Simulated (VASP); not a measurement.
# PdWSe3 (Pm-3m) in VASP: a series of runs, part 2 of 2

VASP 6.6.1.

**5. Relaxation of cell and atoms, PBE**

INCAR

```
PREC     = Accurate       # precision mode
ENCUT    = 600            # plane-wave cutoff, eV
EDIFF    = 1E-7           # SCF threshold, eV
ISMEAR   = 0              # smearing method
SIGMA    = 0.1            # smearing width, eV
LREAL    = F              # projectors in reciprocal space
LASPH    = T              # aspherical terms in the spheres
NELM     = 60             # most SCF steps
ALGO     = Normal         # electronic algorithm
ISIF     = 3              # what is computed and relaxed
LWAVE    = F              # write WAVECAR
LCHARG   = F              # write CHGCAR
GGA      = PE             # functional
IBRION   = 2              # ionic algorithm
NSW      = 90             # ionic steps
EDIFFG   = -0.04          # ionic threshold
```

KPOINTS

```
regular mesh
0
Gamma
  4 4 4
```

POSCAR

```
PdWSe3
1.0
    4.7185288900      0.0000000000      0.0000000000
    0.0000000000      4.7185288900      0.0000000000
    0.0000000000      0.0000000000      4.7185288900
Pd W Se
1 1 3
Direct
    0.5000000000      0.5000000000      0.5000000000
    0.0000000000      0.0000000000      0.0000000000
    0.5000000000      0.0000000000      0.0000000000
    0.0000000000      0.5000000000      0.0000000000
    0.0000000000      0.0000000000      0.5000000000
```

Potentials or basis: VASP PAW PBE potentials, release 64 (Pd, W_sv, Se).

Launch:

```console
$ cat potpaw_PBE.64/Pd/POTCAR potpaw_PBE.64/W_sv/POTCAR potpaw_PBE.64/Se/POTCAR > POTCAR
$ mpirun -np 1 vasp_std > vasp.out
```

OUTCAR:

```text
PREC = Accurate
   ENCUT = 600
   EDIFF = 1E-7
   ISMEAR = 0
   LREAL = F
   LASPH = T
   NELM = 60
   ISIF = 3
   GGA = PE
   IBRION = 2
   NSW = 90
   EDIFFG = -0.04

 ion  position               nearest neighbor table
   1  0.500  0.500  0.500-
   2  0.000  0.000  0.000-   3 2.36   4 2.36   5 2.36   5 2.36   4 2.36   3 2.36
   3  0.500  0.000  0.000-   2 2.36   2 2.36
   4  0.000  0.500  0.000-   2 2.36   2 2.36
   5  0.000  0.000  0.500-   2 2.36   2 2.36

  LATTYP: Found a simple cubic cell.
 ALAT       =     4.7185288900

  Lattice vectors:

 A1 = (   4.7185288900,   0.0000000000,   0.0000000000)
 A2 = (   0.0000000000,   4.7185288900,   0.0000000000)
 A3 = (   0.0000000000,   0.0000000000,   4.7185288900)

Analysis of symmetry for initial positions (statically):
[... 169 lines left out ...]

 val. band max:        5.6701917923   @ k =   0.5000   0.2500   0.0000
 cond. band min:       5.7726115928   @ k =   0.5000   0.0000   0.0000
 fundamental gap:      0.1024198005
 Fermi energy:         5.7357493403

 k-point     1 :       0.0000    0.0000    0.0000
  band No.  band energies     occupation
      1     -69.1743      2.00000
      2     -33.5275      2.00000
      3     -33.5275      2.00000
      4     -33.5275      2.00000
      5      -9.4795      2.00000
      6      -7.6159      2.00000
[... 346 lines left out ...]
--------------------------------------- Ionic step        3  -------------------------------------------

 number of electron      42.0000011 magnetization

 Free energy of the ion-electron system (eV)
  ---------------------------------------------------
  ext. energy  EPLUGINS =         0.00000000
  ---------------------------------------------------
  free energy    TOTEN  =       -25.97891255 eV

  energy without entropy =      -25.95608765  energy(sigma->0) =      -25.96750010

 E-fermi :   4.4001     XC(G=0):  -9.9566

 val. band max:        4.3347102663   @ k =   0.2500   0.2500   0.2500
 cond. band min:       4.4046645112   @ k =   0.5000   0.0000   0.0000
 fundamental gap:      0.0699542449
 Fermi energy:         4.4001423918

 k-point     1 :       0.0000    0.0000    0.0000
  band No.  band energies     occupation
      1     -70.7544      2.00000
      2     -34.9784      2.00000
      3     -34.9784      2.00000
      4     -34.9784      2.00000
      5     -10.0623      2.00000
      6      -8.5297      2.00000
[... 301 lines left out ...]
  FREE ENERGIE OF THE ION-ELECTRON SYSTEM (eV)
  ---------------------------------------------------
  free  energy   TOTEN  =       -25.9789125540 eV

  energy  without entropy=      -25.9560876510  energy(sigma->0) =      -25.96750010

 reached required accuracy - stopping structural energy minimisation
```

OSZICAR:

```text
N       E                     dE             d eps       ncg     rms          rms(c)
DAV:   1     0.356169342299E+03    0.35617E+03   -0.21591E+04   500   0.178E+03
DAV:   2    -0.491470421378E+01   -0.36108E+03   -0.35500E+03   606   0.410E+02
DAV:   3    -0.264431187537E+02   -0.21528E+02   -0.20929E+02   636   0.879E+01
[... 53 lines left out ...]
DAV:  11    -0.259789211012E+02    0.51509E-04   -0.20330E-04   544   0.583E-02    0.316E-02
DAV:  12    -0.259789167644E+02    0.43368E-05   -0.13229E-04   575   0.402E-02    0.220E-02
DAV:  13    -0.259789125318E+02    0.42326E-05   -0.15692E-05   550   0.198E-02    0.625E-03
DAV:  14    -0.259789124665E+02    0.65304E-07   -0.10826E-06   520   0.493E-03    0.247E-03
DAV:  15    -0.259789125540E+02   -0.87476E-07   -0.61597E-08   260   0.137E-03
   3 F= -.25978913E+02 E0= -.25967500E+02  d E =-.521273E+00
```

CONTCAR:

```text
PdWSe3
   1.00000000000000
     4.9185488551135368   -0.0000000000000000    0.0000000000000000
    -0.0000000000000000    4.9185488551135368   -0.0000000000000000
    -0.0000000000000000   -0.0000000000000000    4.9185488551135368
  Pd              W               Se
     1     1     3
Direct
     0.5000000000000000    0.5000000000000000    0.5000000000000000
     0.0000000000000000    0.0000000000000000    0.0000000000000000
     0.5000000000000000    0.0000000000000000    0.0000000000000000
     0.0000000000000000    0.5000000000000000    0.0000000000000000
     0.0000000000000000    0.0000000000000000    0.5000000000000000

  0.00000000E+00  0.00000000E+00  0.00000000E+00
  0.00000000E+00  0.00000000E+00  0.00000000E+00
  0.00000000E+00  0.00000000E+00  0.00000000E+00
  0.00000000E+00  0.00000000E+00  0.00000000E+00
  0.00000000E+00  0.00000000E+00  0.00000000E+00
```

Run time: 1.9 min. Hardware: 1 thread of Intel Xeon Platinum 8488C (Sapphire Rapids), shared host; peak memory 0.27 GiB.

What came out:

| Quantity | Value |
| --- | --- |
| Free energy | -25.9789 eV |
| Relaxed volume | 23.80 Å³/atom |
| Relaxed cell | a = 4.919 Å, b = 4.919 Å, c = 4.919 Å, α = 90.00°, β = 90.00°, γ = 90.00° |
| Space group after relaxing (to 0.05 Å) | Pm-3m (No. 221) |
| Energy gained by relaxing | 104.3 meV/atom |
| Ionic steps | 3 |
| Pressure after relaxing | -0.2 GPa |
| Band gap on the k mesh | zero (band 21 reaches 4.88 eV, above the bottom of band 22 at 3.70 eV) |

Step by step:
| step | energy change (eV) | largest force (eV/Å) | pressure (GPa) | volume (Å³) |
| --- | --- | --- | --- | --- |
| 1 | 0.0000 | 0.0000 | 13.74 | 105.06 |
| 2 | -0.0677 | 0.0000 | -7.93 | 134.90 |
| 3 | -0.5213 | 0.0000 | -0.19 | 118.99 |

Final structure:
```yaml
crystal:
  lattice:
    - [4.91855, 0.00000, 0.00000]
    - [0.00000, 4.91855, 0.00000]
    - [0.00000, 0.00000, 4.91855]
  atoms:
    - { symbol: Pd, position: [0.50000, 0.50000, 0.50000] }
    - { symbol: W, position: [0.00000, 0.00000, 0.00000] }
    - { symbol: Se, position: [0.50000, 0.00000, 0.00000] }
    - { symbol: Se, position: [0.00000, 0.50000, 0.00000] }
    - { symbol: Se, position: [0.00000, 0.00000, 0.50000] }
```

Caveat: spin-orbit coupling is left out, which moves the levels of the heavy elements.

**6. Single point, PBE, collinear spin, ferromagnetic start**

INCAR

```
PREC = Accurate
ENCUT = 520
EDIFF = 1E-6
ISMEAR = 0
SIGMA = 0.1
LREAL = False
LASPH = True
NELM = 150
ALGO = Normal
ISIF = 2
LWAVE = False
LCHARG = True
ISPIN = 2
MAGMOM = 1 0 0 0 0
LORBIT = 11
LMAXMIX = 4
GGA = PE
LELF = True
LVHAR = True
NBANDS = 33
```

KPOINTS

```
Automatic mesh
0
Gamma
  4 4 4
```

POSCAR is that of step 5.

Potentials or basis: VASP PAW PBE potentials, release 64 (Pd, W_sv, Se).

Launch:

```console
$ cat potpaw_PBE.64/Pd/POTCAR potpaw_PBE.64/W_sv/POTCAR potpaw_PBE.64/Se/POTCAR > POTCAR
$ mpirun -np 1 vasp_std > vasp.out
```

It took 61 s on 1 thread of Intel Xeon Platinum 8488C (Sapphire Rapids), shared host; peak memory 0.27 GiB.

It converged, with:

```yaml
Free_energy: -25.4576 eV
Pressure: 13.7 GPa
Band_gap_on_the_k_mesh: zero (filled and empty bands overlap)
Net_moment: 0.00 μB per cell
Valence_electrons_inside_the_program's_atomic_spheres: Pd 9.00; W 12.24; Se 3.93
```

Levels at points of the mesh, in eV from the Fermi level:
Spin up:
```tsv
k point	band 18	band 19	band 20	band 21	band 22	band 23	band 24	band 25
(0.00, 0.00, 0.00)	-1.31	-0.90	-0.90	-0.90	-0.62	-0.62	-0.62	0.22
(0.50, 0.00, 0.00)	-1.15	-1.01	-0.13	0.04	0.04	1.04	1.62	1.62
(0.50, 0.50, 0.00)	-1.02	-0.80	-0.80	0.67	0.87	1.77	1.94	1.94
(0.50, 0.50, 0.50)	-0.98	0.19	0.35	0.35	0.35	1.45	1.45	1.45
```
Spin down:
```tsv
k point	band 19	band 20	band 21	band 22	band 23	band 24
(0.00, 0.00, 0.00)	-0.90	-0.90	-0.90	-0.62	-0.62	-0.62
(0.50, 0.00, 0.00)	-1.01	-0.13	0.04	0.04	1.04	1.62
(0.50, 0.50, 0.00)	-0.80	-0.80	0.67	0.87	1.77	1.94
(0.50, 0.50, 0.50)	0.19	0.35	0.35	0.35	1.45	1.45
```

Caveat: spin-orbit coupling is left out, which moves the levels of the heavy elements.

**7. Overview**

```csv
task,spin,cell,k mesh,cutoff (eV),gap on the mesh (eV),pressure (GPa)
single point,off,"a = 4.719 Å, 5 atoms",4 × 4 × 4,520,none,13.7
single point,off,"a = 4.920 Å, 5 atoms",4 × 4 × 4,520,none,-0.2
single point,off,"a = 4.914 Å, 5 atoms",8 × 8 × 8,520,none,0.1
relaxation of cell and atoms,off,"relaxed from a = 4.719 Å, 5 atoms",4 × 4 × 4,600,none,-0.2
single point,"collinear, ferromagnetic start","a = 4.719 Å, 5 atoms",4 × 4 × 4,520,none,13.7
```

Alike in all rows: level PBE; potentials or basis VASP PAW PBE potentials, release 64 (Pd, W_sv, Se); smearing gaussian 0.1 eV.

Caveats: spin-orbit coupling is left out, which moves the levels of the heavy elements.

Absolute energies hang on the potentials; compare differences alone.
